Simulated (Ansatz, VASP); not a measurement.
# SnSe in VASP and in Ansatz

```
Sn Se
1.0
     4.18990    0.00000    0.00000
     0.00000    4.18990    0.00000
     0.00000    0.00000   10.97962
Sn Se
2 2
Direct
  0.50633 0.00633 0.37816
  0.00633 0.50633 0.62184
  0.50000 0.00000 0.62178
  0.00000 0.50000 0.37822
```

Change from the starting cell: all Sn atoms moved +0.037 Å, as atom 1 along Cartesian [1 1 0].

Alike in both runs: task single point; functional LDA; k mesh 6 × 6 × 4; occupations gaussian, width 0.05 eV; no spin polarisation.

```csv
,VASP,Ansatz
version,VASP 6.6.1,Ansatz 0.2.0
potentials or method,"VASP PAW LDA potentials, release 64 (Sn_d, Se), cutoff 500 eV","scalar-relativistic, plane waves, PAW"
valence electrons in the cell,40,60
```

Ansatz gave:

| Quantity | Value |
| --- | --- |
| gap on the k mesh at the Fermi level (eV) | 1.47 |
| least direct gap on the mesh (eV) | 1.52 |
| rms of the force components (eV/Å) | 0.003 |

Q: Which values does VASP return?

A: gap on the k mesh at the Fermi level (eV): 1.45; least direct gap on the mesh (eV): 1.50; rms of the force components (eV/Å): 0.015.

LDA's correlation is that of Perdew and Zunger in VASP and of Perdew and Wang (1992) in Ansatz. Atom by atom the forces differ by 0.014 eV/Å (rms over components). VASP's potentials hold 40 valence electrons a cell and Ansatz's 60, so a difference there can come from the potentials and not from the codes.
